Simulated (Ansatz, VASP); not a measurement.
# Two plane-wave programs on PbSe

```
Pb Se
1.0
     0.00000    3.06215    3.06215
     3.06215    0.00000    3.06215
     3.06215    3.06215    0.00000
Pb Se
1 1
Cartesian
  0.0000 0.0000 0.0000
  3.0621 3.0621 3.0621
```

Alike in both runs: task electric field gradients; functional PBE; k mesh 9 × 9 × 9; occupations fermi-dirac, width 0.01 eV; non-collinear spin, spin-orbit coupling.

```csv
,VASP,Ansatz
version,VASP 6.6.1,Ansatz 0.2.0
potentials or method,"VASP PAW PBE potentials, release 64 (Pb_d, Se)","PAW with Ansatz's default frozen-core files, fully relativistic files with spin-orbit coupling"
plane-wave cutoff (eV),520,420
valence electrons in the cell,20,30
```

Ansatz gave:

- pressure (GPa): 2.0

Which values does VASP return?

Pressure (GPa): 2.1.

VASP's potentials hold 20 valence electrons a cell and Ansatz's 30, so a difference there can come from the potentials and not from the codes.
